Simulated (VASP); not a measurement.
Input of a VASP 6.6.1 run:

Contents of INCAR:

```
PREC = Accurate
ENCUT = 520
EDIFF = 1E-6
ISMEAR = 0
SIGMA = 0.1
LREAL = False
LASPH = True
NELM = 100
ALGO = Normal
ISIF = 2
LWAVE = False
LCHARG = False
LDIPOL = True
IDIPOL = 3
DIPOL = 0.5 0.5 0.395
GGA = PE
NBANDS = 42
```

The input KPOINTS:

```
Automatic mesh
0
Gamma
  9 9 1
```

Contents of POSCAR:

```
Ti5Cl
1.0
    2.9381632086      0.0000000000      0.0000000000
   -1.4690816043      2.5445239791      0.0000000000
    0.0000000000      0.0000000000     24.7117068140
Ti Cl
5 1
Direct
    0.6666666666      0.3333333333      0.1618666015
    0.3333333334      0.6666666667      0.2559609806
    0.6666666666      0.3333333333      0.3506708119
    0.3333333334      0.6666666667      0.4475655916
    0.6666666666      0.3333333333      0.5346335206
    0.8333333333      0.6666666667      0.6171997228
```

Potentials or basis: VASP PAW PBE potentials, release 64 (Ti_sv, Cl).

Command:

```sh
$ cat potpaw_PBE.64/Ti_sv/POTCAR potpaw_PBE.64/Cl/POTCAR > POTCAR
$ mpirun -np 1 vasp_std > vasp.out
```

Q: What does it give for the largest force?

A: 1.091 eV/Å.

Forces in eV/Å, atoms in the order of the input:
```
Ti   0.000 -0.001  0.550
Ti   0.000  0.002 -0.538
Ti   0.000 -0.010  0.081
Ti   0.000 -0.010 -0.671
Ti   0.000 -0.927  0.576
Cl   0.000  0.946  0.001
```

Caveat: an odd number of electrons without spin polarisation forces a metal; a magnetic or distorted state may lie lower.
